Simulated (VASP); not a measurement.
LiBr, 2 atoms in the cell. It takes space group Fm-3m (No. 225, cubic). Conventional cell: a = 5.501 Å, b = 5.501 Å, c = 5.501 Å, α = 90.00°, β = 90.00°, γ = 90.00°. Li (site symmetry m-3m) has 6 Br at 2.75 Å within 3.6 Å. Br (site symmetry m-3m) has 6 Li at 2.75 Å within 3.6 Å. 

```yaml
Program: VASP 6.6.1
Task: single point
Functional: PBE
Potentials_or_basis: VASP PAW PBE potentials, release 64 (Li_sv, Br)
Cutoff: 750 eV
k_mesh: 8 × 8 × 8
Occupations: gaussian, width 0.02 eV
Spin: no spin polarisation
Dipole_correction: no
Further_INCAR_settings: ALGO = Normal; EDIFF = 1e-06; NBANDS = 12
```

Potentials or basis: VASP PAW PBE potentials, release 64 (Li_sv, Br).

Launch:

```sh
$ cat potpaw_PBE.64/Li_sv/POTCAR potpaw_PBE.64/Br/POTCAR > POTCAR
$ mpirun -np 1 vasp_std > vasp.out
```

Hardware: 1 thread of Intel Xeon 8259CL, with other jobs on the host.

Estimate the wall time of this run.

Wall time 27 s on 1 thread of Intel Xeon 8259CL, on a shared host, peak memory 0.21 GiB. Counts: scf iterations 12, k points 29.
